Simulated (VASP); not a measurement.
Wanted: the native input for a VASP 6.6.1 run.

* Task: single point
* Functional: PBE
* Potentials or basis: VASP PAW PBE potentials, release 64 (Sr_sv, V_sv, O_h)
* Cutoff: 910 eV
* k mesh: 5 × 5 × 5
* Occupations: fermi-dirac, width 0.1 eV
* Spin: collinear spin, ferromagnetic start
* Starting moments: [0.0, 0.24, 0.0, 0.0, 0.0] μB
* Fixed moment: 0.24 μB
* Hubbard terms: V d U = 6.2 eV
* Dipole correction: no
* Further INCAR settings: ALGO = Normal; EDIFF = 1e-06; NBANDS = 32

The structure of SrVO3 lies in POSCAR:

```
SrVO3
1.0
    3.8425000000      0.0000000000      0.0000000000
    0.0000000000      3.8425000000      0.0000000000
    0.0000000000      0.0000000000      3.8425000000
Sr V O
1 1 3
Direct
    0.0000000000      0.0000000000      0.0000000000
    0.5000000000      0.5000000000      0.5000000000
    0.5000000000      0.0000000000      0.5000000000
    0.0000000000      0.5000000000      0.5000000000
    0.5000000000      0.5000000000      0.0000000000
```

The input as run:

INCAR

```
SYSTEM = SrVO3
PREC     = Accurate       ! precision mode
ENCUT    = 910            ! plane-wave cutoff, eV
EDIFF    = 1E-6           ! SCF threshold, eV
ISMEAR   = -1             ! smearing method
SIGMA    = 0.1            ! smearing width, eV
LREAL    = .FALSE.        ! projectors in reciprocal space
LASPH    = .TRUE.         ! aspherical terms in the spheres
NELM     = 200            ! most SCF steps
ALGO     = Normal         ! electronic algorithm
ISIF     = 2              ! what is computed and relaxed
LWAVE    = .FALSE.        ! write WAVECAR
LCHARG   = .TRUE.         ! write CHGCAR
ISPIN    = 2              ! spin polarisation
MAGMOM   = 0 0.24 0 0 0   ! initial moments
LORBIT   = 11             ! projections on sites
NUPDOWN  = 0.24           ! fixed moment
LMAXMIX  = 4              ! l up to which the mixer works
LDAU     = .TRUE.         ! DFT+U
LDAUTYPE = 2            
LDAUL    = -1 2 -1        ! shell
LDAUU    = 0 6.2 0        ! U, eV
LDAUJ    = 0 0 0        
LDAUPRINT= 1            
GGA      = PE             ! functional
LELF     = .TRUE.         ! ELF
LVHAR    = .TRUE.       
NBANDS   = 32             ! bands
GGA_COMPAT= .FALSE.
```

KPOINTS

```
regular mesh
0
G
  5 5 5
  0 0 0
```

Potentials or basis: VASP PAW PBE potentials, release 64 (Sr_sv, V_sv, O_h).

Launch:

```console
$ cat potpaw_PBE.64/Sr_sv/POTCAR potpaw_PBE.64/V_sv/POTCAR potpaw_PBE.64/O_h/POTCAR > POTCAR
$ mpirun -np 1 vasp_std > vasp.out
```

It gave:

```yaml
Pressure: 8.7 GPa
Net_moment: 0.24 μB per cell
Site_moments: Sr -0.00; V +0.31; O -0.02 μB
Valence_electrons_inside_the_program's_atomic_spheres: Sr 8.03; V 11.44; O 3.39
```

Caveat: the cutoff is under 1.25 times the usual one of these potentials, so pressure, stress and relaxed cells hold a basis-set (Pulay) error; the cell stands under pressure; the total moment is fixed, so each spin has its own Fermi level.

Wall time 89 s on 1 thread of Intel(R) Xeon(R) Platinum 8259CL CPU @ 2.50GHz (Skylake/Cascade Lake), with other jobs on the host, peak memory 0.33 GiB.
